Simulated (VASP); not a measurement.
Input of a VASP 6.6.1 run:

INCAR

```
SYSTEM = ZrN
PREC = Accurate
ENCUT = 600
EDIFF = 1E-6
ISMEAR = 0
SIGMA = 0.1
LREAL = .FALSE.
LASPH = .TRUE.
NELM = 200
ALGO = Normal
ISIF = 2
LWAVE = .FALSE.
LCHARG = .FALSE.
ISPIN = 2
MAGMOM = 2 0
LORBIT = 11
LMAXMIX = 4
GGA = PE
ISYM = 0
NBANDS = 20
GGA_COMPAT = .FALSE.
```

Contents of KPOINTS:

```
Automatic mesh
0
Gamma
  2 2 2
  0.25 0.25 0.25
```

POSCAR

```
ZrN
1.0
    0.0000000000      2.2942655869      2.2942655869
    2.2942655869      0.0000000000      2.2942655869
    2.2942655869      2.2942655869      0.0000000000
Zr N
1 1
Direct
    0.5000000000      0.5000000000      0.5000000000
    0.0000000000      0.0000000000      0.0000000000
```

Potentials or basis: VASP PAW PBE potentials, release 64 (Zr_sv, N).

Launch:

```bash
$ cat potpaw_PBE.64/Zr_sv/POTCAR potpaw_PBE.64/N/POTCAR > POTCAR
$ mpirun -np 1 vasp_std > vasp.out
```

Task: What does it give for the net moment?

Result: 0.00 μB per cell.

Task: Estimate the pressure.

Result: -0.6 GPa.

Caveat: the k points lie up to 1.19 Å⁻¹ apart.
